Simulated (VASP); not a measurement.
A run of VASP 6.6.1 is set up as follows.

The input INCAR:

```
SYSTEM = W
ALGO     = Normal         ! electronic algorithm
EDIFF    = 1E-7           ! SCF threshold, eV
ENCUT    = 520            ! plane-wave cutoff, eV
GGA      = PE             ! functional
ISIF     = 2              ! what is computed and relaxed
ISMEAR   = -1             ! smearing method
IVDW     = 13             ! dispersion correction
LASPH    = .TRUE.         ! aspherical terms in the spheres
LCHARG   = .FALSE.        ! write CHGCAR
LREAL    = .FALSE.        ! projectors in reciprocal space
LWAVE    = .FALSE.        ! write WAVECAR
NBANDS   = 13             ! bands
NELM     = 80             ! most SCF steps
PREC     = Accurate       ! precision mode
SIGMA    = 0.05           ! smearing width, eV
```

The input KPOINTS:

```
k-points
0
G
  12 12 12
  0 0 0
```

Contents of POSCAR:

```
W
1.0
   -1.6133792515      1.6133792515      1.6133792515
    1.6133792515     -1.6133792515      1.6133792515
    1.6133792515      1.6133792515     -1.6133792515
W
1
Direct
    0.0000000000      0.0000000000      0.0000000000
```

Potentials or basis: VASP PAW PBE potentials, release 64 (W_sv).

Run with:

```bash
$ cat potpaw_PBE.64/W_sv/POTCAR > POTCAR
$ mpirun -np 1 vasp_std > vasp.out
```

Question: Estimate the pressure.

Answer: -16.8 GPa.

Question: Estimate the dispersion energy per atom.

Answer: -0.683 eV.

Question: What does it give for the band gap on the k mesh?

Answer: Zero (band 7 reaches 15.37 eV, above the bottom of band 8 at 9.48 eV).

Caveat: spin-orbit coupling is left out, which moves the levels of the heavy elements; pairwise dispersion overbinds metals, which lowers pressure and volume.
